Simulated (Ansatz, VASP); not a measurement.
## Zr2N in VASP and in Ansatz

```xyz
6
Lattice="5.3887 0.0000 0.0000 0.0000 5.3887 0.0000 0.0000 0.0000 3.3202" Properties=species:S:1:pos:R:3 pbc="T T T"
Zr    1.5873    1.5873    0.0000
Zr    3.8014    3.8014    0.0000
Zr    4.2817    1.1070    1.6601
Zr    1.1070    4.2817    1.6601
N     0.0000    0.0000    0.0000
N     2.6944    2.6944    1.6601
```

Alike in both runs: functional r2SCAN; k mesh 2 × 2 × 4; occupations gaussian, width 0.1 eV; no spin polarisation.

Ansatz relaxed the structure, and its values are those at the end. VASP's run is a single point on that final structure, the one shown.

```csv
,VASP,Ansatz
version,VASP 6.6.1,Ansatz 0.2.0
potentials or method,"VASP PAW PBE potentials, release 64 (Zr_sv, N), cutoff 520 eV","scalar-relativistic, plane waves, PAW"
valence electrons in the cell,58,58
```

```tsv
	VASP	Ansatz	Ansatz less VASP
gap on the k mesh at the Fermi level (eV)	none	none	-
pressure (GPa)	0.1	0.0	-0.14
```

VASP's potentials were made for PBE, not for r2SCAN. A gap of «none» marks a metal or a gap that the smearing closes. With one functional, cell and mesh, what is left measures potentials, basis and numerics.

The k mesh is coarse, so the values compare programs but aren't converged.
